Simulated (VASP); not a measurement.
Wanted: the native input for a VASP 6.6.1 run.

- Task: single point
- Functional: PBE
- Potentials or basis: VASP PAW PBE potentials, release 64 (Mg, S)
- Cutoff: 520 eV
- k mesh: 4 × 4 × 4
- Occupations: gaussian, width 0.01 eV
- Spin: no spin polarisation
- Dipole correction: no
- Further INCAR settings: ALGO = Normal; EDIFF = 1e-06; NBANDS = 11

The structure of MgS lies in POSCAR:

```
MgS
1.0
    0.0000000000      2.7742593044      2.7742593044
    2.7742593044      0.0000000000      2.7742593044
    2.7742593044      2.7742593044      0.0000000000
Mg S
1 1
Direct
    0.0000000000      0.0000000000      0.0000000000
    0.2500000000      0.2500000000      0.2500000000
```

This cell differs from its parent crystal: strain -2.0%.

These files were run (other wordings do the same):

INCAR

```
  PREC = Accurate
  ENCUT = 520
  EDIFF = 1E-6
  ISMEAR = 0
  SIGMA = 0.01
  LREAL = F
  LASPH = T
  NELM = 80
  ALGO = Normal
  ISIF = 2
  LWAVE = F
  LCHARG = F
  GGA = PE
  NBANDS = 11
```

KPOINTS

```
regular mesh
0
Gamma
  4 4 4
```

Potentials or basis: VASP PAW PBE potentials, release 64 (Mg, S).

The run is started by

```console
$ cat potpaw_PBE.64/Mg/POTCAR potpaw_PBE.64/S/POTCAR > POTCAR
$ mpirun -np 1 vasp_std > vasp.out
```

Results of the run:

```
Pressure               : 5.1 GPa
Band gap on the k mesh : 3.76 eV, direct
```

Caveat: the k points lie up to 0.49 Å⁻¹ apart; the cell differs from its parent crystal (strain -2.0%).

Run time: 6.9 s on 1 thread of Intel(R) Xeon(R) Platinum 8488C (Sapphire Rapids) (shared host), peak memory 0.16 GiB.
